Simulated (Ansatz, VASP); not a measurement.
# Mo: VASP beside Ansatz

INCAR

```
ALGO     = Normal         # electronic algorithm
EDIFF    = 1E-7           # SCF threshold, eV
ENCUT    = 520            # plane-wave cutoff, eV
GGA      = PE             # functional
ISIF     = 2              # what is computed and relaxed
ISMEAR   = -1             # smearing method
LASPH    = T              # aspherical terms in the spheres
LCHARG   = F              # write CHGCAR
LREAL    = F              # projectors in reciprocal space
LWAVE    = F              # write WAVECAR
NBANDS   = 36             # bands
NELM     = 60             # most SCF steps
PREC     = Accurate       # precision mode
SIGMA    = 0.1            # smearing width, eV
```

KPOINTS

```
k-points
0
Gamma
  15 15 4
```

File POSCAR:

```
Mo
1.0
    2.8807441401      0.0000000000      0.0000000000
   -1.4403720700      2.4947976071      0.0000000000
    0.0000000000      0.0000000000     10.0231767917
Mo
4
Direct
    0.0000000000      1.0000000000      0.0000000000
    0.0000000000      0.0000000000      0.5000000000
    0.3333333333      0.6666666667      0.2500000000
    0.6666666667      0.3333333333      0.7500000000
```

Input for Ansatz:

```yaml
crystal:
  lattice:
    - [2.8807441401, 0.0, 0.0]
    - [-1.44037207, 2.4947976071, 0.0]
    - [0.0, 0.0, 10.0231767917]
  atoms:
    - { symbol: Mo, position: [0.0, 1.0, 0.0] }
    - { symbol: Mo, position: [0.0, 0.0, 0.5] }
    - { symbol: Mo, position: [0.3333333333, 0.6666666667, 0.25] }
    - { symbol: Mo, position: [0.6666666667, 0.3333333333, 0.75] }
hamiltonian:
  xc: pbe
  pseudopotentials:
    kind: paw
    azcp:
      Mo: "pseudopotentials/Mo.paw.azcp"
basis:
  ecutwfc: 420
  fft_grid_basis: typed
kpoints:
  mp_grid: { grid: [15, 15, 4], shift: [0, 0, 0] }
magnetization:
  spin_polarized: false
scf:
  occupations: { method: fermi_dirac, width: 0.1 }
  lower_state_search: "off"
output:
  stress: true
```

Alike in both runs: task single point; functional PBE; k mesh 15 × 15 × 4; occupations fermi-dirac, width 0.1 eV; no spin polarisation.

```csv
,VASP,Ansatz
version,VASP 6.6.1,Ansatz 0.2.0
potentials or method,"VASP PAW PBE potentials, release 64 (Mo_sv), cutoff 520 eV","plane waves (420 eV) with PAW, scalar-relativistic"
valence electrons in the cell,56,56
```

VASP gave:

```
pressure (GPa)                                                : -21.0
traceless stress, the component that is largest in VASP (GPa) : 1.95
```

What did Ansatz give for the same quantities?

Pressure (GPa): -21.3; traceless stress, the component that is largest in VASP (GPa): 2.00.

With one functional, cell and mesh, what is left measures potentials, basis and numerics.
